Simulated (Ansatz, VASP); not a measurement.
**One calculation of Ir, two programs**

```
Ir
1.0
     0.00000    1.76612    2.07328
     1.76612    0.00000    2.07328
     1.76612    1.76612    0.00000
Ir
1
Direct
  0.00000 0.00000 0.00000
```

Change from the starting cell: strain -0.080 along x and y, +0.080 along z, atoms carried along.

Alike in both runs: task single point; functional r2SCAN; k mesh 22 × 22 × 22; occupations gaussian, width 0.15 eV; no spin polarisation.

```csv
,VASP,Ansatz
version,VASP 6.6.1,Ansatz 0.2.0
potentials or method,"VASP PAW PBE potentials, release 64 (Ir), cutoff 520 eV","scalar-relativistic, plane waves, PAW"
valence electrons in the cell,9,17
```

|  | VASP | Ansatz | Ansatz less VASP |
| --- | --- | --- | --- |
| gap on the k mesh at the Fermi level (eV) | none | none | - |
| pressure (GPa) | 57.0 | 52.8 | -4.26 |
| traceless stress, the component that is largest in VASP (GPa) | -52.48 | -52.07 | +0.405 |

VASP's potentials were made for PBE, not for r2SCAN. A gap of «none» marks a metal or a gap that the smearing closes. Both programs put the cell under a high pressure, so it lies far from rest at this level. VASP's potentials hold 9 valence electrons a cell and Ansatz's 17, so a difference there can come from the potentials and not from the codes.

Spin-orbit coupling is off throughout.
